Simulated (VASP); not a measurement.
Here is a VASP 6.6.1 calculation.

POSCAR

```
W
1.0
   -1.5959048000      1.5959048000      1.5959048000
    1.5959048000     -1.5959048000      1.5959048000
    1.5959048000      1.5959048000     -1.5959048000
W
1
Direct
    0.0000000000      0.0000000000      0.0000000000
```

INCAR.step1

```
SYSTEM = W
PREC = Accurate
ENCUT = 520
ISMEAR = -1
SIGMA = 0.1
LREAL = .FALSE.
LASPH = .TRUE.
NELM = 60
NBANDS = 13
GGA = PE
ALGO = Normal
EDIFF = 1E-4
LWAVE = .TRUE.
LCHARG = .FALSE.
```

INCAR.step2

```
SYSTEM = W
PREC = Accurate
ENCUT = 520
EDIFF = 1E-6
ISMEAR = -1
SIGMA = 0.1
LREAL = .FALSE.
LASPH = .TRUE.
NELM = 60
ALGO = Normal
ISIF = 2
LWAVE = .FALSE.
LCHARG = .FALSE.
METAGGA = R2SCAN
LMIXTAU = .TRUE.
NBANDS = 13
ISTART = 1
```

The input KPOINTS:

```
Automatic mesh
0
G
  15 15 15
  0 0 0
```

Potentials or basis: VASP PAW PBE potentials, release 64 (W_sv).

Launch:

```bash
$ cat potpaw_PBE.64/W_sv/POTCAR > POTCAR
$ cp INCAR.step1 INCAR
$ mpirun -np 1 vasp_std > vasp.out
$ cp INCAR.step2 INCAR
$ mpirun -np 1 vasp_std > vasp.out
```

Question: What does it give for the pressure?

Answer: -5.5 GPa.

Question: What does it give for the band gap on the k mesh?

Answer: Zero (band 7 reaches 15.56 eV, above the bottom of band 8 at 9.69 eV).

Caveat: the PAW data sets were made with another functional, which shifts forces and pressure a little; spin-orbit coupling is left out, which moves the levels of the heavy elements.
